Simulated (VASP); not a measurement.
Wanted: the native input for a VASP 6.6.1 run.

| Property | Result |
| --- | --- |
| Task | single point |
| Functional | PBE |
| Dispersion | D3(BJ) |
| Potentials or basis | VASP PAW PBE potentials, release 64 (C) |
| Cutoff | 520 eV |
| k mesh | 24 × 24 × 8 |
| Occupations | gaussian, width 0.15 eV |
| Spin | no spin polarisation |
| Dipole correction | no |
| Further INCAR settings | ALGO = Normal; EDIFF = 1e-06; NBANDS = 16 |

The structure of C lies in POSCAR:

```
C
1.0
    1.2128821496     -2.0997183848      0.0000000000
    1.2128821496      2.0997183848      0.0000000000
    0.0000000000      0.0000000000      7.0237686514
C
4
Direct
    0.0833101797      0.9166898203      0.7500000000
    0.5833101797      0.4166898203      0.2500000000
    0.9166898203      0.0833101797      0.2500000000
    0.4166898203      0.5833101797      0.7500000000
```

This cell differs from its parent crystal: ratio of the length along z to the lengths across it x 1.05, volume and fractional coordinates fixed.

The input as run:

INCAR

```
SYSTEM = C
ALGO = Normal ; EDIFF = 1E-6
ENCUT = 520 ; GGA = PE
ISIF = 2 ; ISMEAR = 0
IVDW = 12 ; LASPH = .TRUE.
LCHARG = .TRUE. ; LELF = .TRUE.
LREAL = .FALSE. ; LVHAR = .TRUE.
LWAVE = .FALSE. ; NBANDS = 16
NELM = 60 ; PREC = Accurate
SIGMA = 0.15
```

KPOINTS

```
k-points
0
G
  24 24 8
  0 0 0
```

Potentials or basis: VASP PAW PBE potentials, release 64 (C).

Command:

```console
$ cat potpaw_PBE.64/C/POTCAR > POTCAR
$ mpirun -np 1 vasp_std > vasp.out
```

Results of the run:

```json
{"Pressure": "14.9 GPa", "Band gap on the k mesh": "zero (filled and empty bands touch)", "Dispersion energy per atom": "-0.148 eV"}
```

Caveat: the stress differs along the axes, from -1 to 23 GPa.

Run time: 9.3 min on 1 thread of Intel Xeon 8259CL, with other jobs on the host, peak memory 0.42 GiB.
